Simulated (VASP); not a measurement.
Wanted: the native input for a VASP 6.6.1 run.

| Property | Result |
| --- | --- |
| Task | single point |
| Functional | r2SCAN |
| Potentials or basis | VASP PAW PBE potentials, release 64 (Pd) |
| Cutoff | 520 eV |
| k mesh | 14 × 14 × 14 |
| Occupations | fermi-dirac, width 0.03 eV |
| Spin | no spin polarisation |
| Dipole correction | no |
| Further INCAR settings | ALGO = Normal; EDIFF = 1e-06; NBANDS = 11 |

Pd:

```
CELL_PARAMETERS angstrom
0.00000 1.95585 1.95585
1.95585 0.00000 1.95585
1.95585 1.95585 0.00000
ATOMIC_POSITIONS crystal
Pd 0.00000 0.00000 0.00000
```

These files were run (other wordings do the same):

POSCAR

```
Pd
1.0
    0.0000000000      1.9558504376      1.9558504376
    1.9558504376      0.0000000000      1.9558504376
    1.9558504376      1.9558504376      0.0000000000
Pd
1
Direct
    0.0000000000      0.0000000000      0.0000000000
```

INCAR.step1

```
PREC = Accurate
ENCUT = 520
ISMEAR = -1
SIGMA = 0.03
LREAL = False
LASPH = True
NELM = 80
NBANDS = 11
GGA = PE
ALGO = Normal
EDIFF = 1E-4
LWAVE = True
LCHARG = False
```

INCAR.step2

```
PREC = Accurate
ENCUT = 520
EDIFF = 1E-6
ISMEAR = -1
SIGMA = 0.03
LREAL = False
LASPH = True
NELM = 80
ALGO = Normal
ISIF = 2
LWAVE = False
LCHARG = False
METAGGA = R2SCAN
LMIXTAU = True
NBANDS = 11
ISTART = 1
```

KPOINTS

```
regular mesh
0
Gamma
  14 14 14
```

Potentials or basis: VASP PAW PBE potentials, release 64 (Pd).

Command:

```console
$ cat potpaw_PBE.64/Pd/POTCAR > POTCAR
$ cp INCAR.step1 INCAR
$ mpirun -np 1 vasp_std > vasp.out
$ cp INCAR.step2 INCAR
$ mpirun -np 1 vasp_std > vasp.out
```

Results of the run:

```
Pressure               : 0.4 GPa
Band gap on the k mesh : zero (band 5 reaches 9.68 eV, above the bottom of band 6 at 8.03 eV)
```

Caveat: the PAW data sets were made with another functional, which shifts forces and pressure a little.

It took 24 s on 1 thread of Intel(R) Xeon(R) 6975P-C (Granite Rapids) (shared host), peak memory 0.15 GiB.
